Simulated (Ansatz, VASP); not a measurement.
# TaN in VASP and in Ansatz

```
Ta N
1.0
     0.00000    2.37428    2.20863
     2.20863    0.00000    2.20863
     2.20863    2.37428    0.00000
Ta N
1 1
Direct
  0.50000 0.50000 0.50000
  0.00000 0.00000 0.00000
```

Change from the starting cell: strain +0.0750 x Voigt [0, 1, 0, 0, 0, 0], atoms carried along.

Alike in both runs: task single point; functional PBE; k mesh 24 × 24 × 24; occupations gaussian, width 0.15 eV; no spin polarisation.

|  | VASP | Ansatz |
| --- | --- | --- |
| version | VASP 6.6.1 | Ansatz 0.2.0 |
| potentials or method | VASP PAW PBE potentials, release 64 (Ta_pv, N), cutoff 520 eV | scalar-relativistic, plane waves, PAW |
| valence electrons in the cell | 16 | 18 |

|  | VASP | Ansatz | Ansatz less VASP |
| --- | --- | --- | --- |
| gap on the k mesh at the Fermi level (eV) | none | none | - |
| pressure (GPa) | -16.1 | -16.7 | -0.53 |
| traceless stress, the component that is largest in VASP (GPa) | -11.01 | -10.86 | +0.150 |

A gap of «none» marks a metal or a gap that the smearing closes. VASP's potentials hold 16 valence electrons a cell and Ansatz's 18, so a difference there can come from the potentials and not from the codes.

Neither program's run includes spin-orbit coupling.
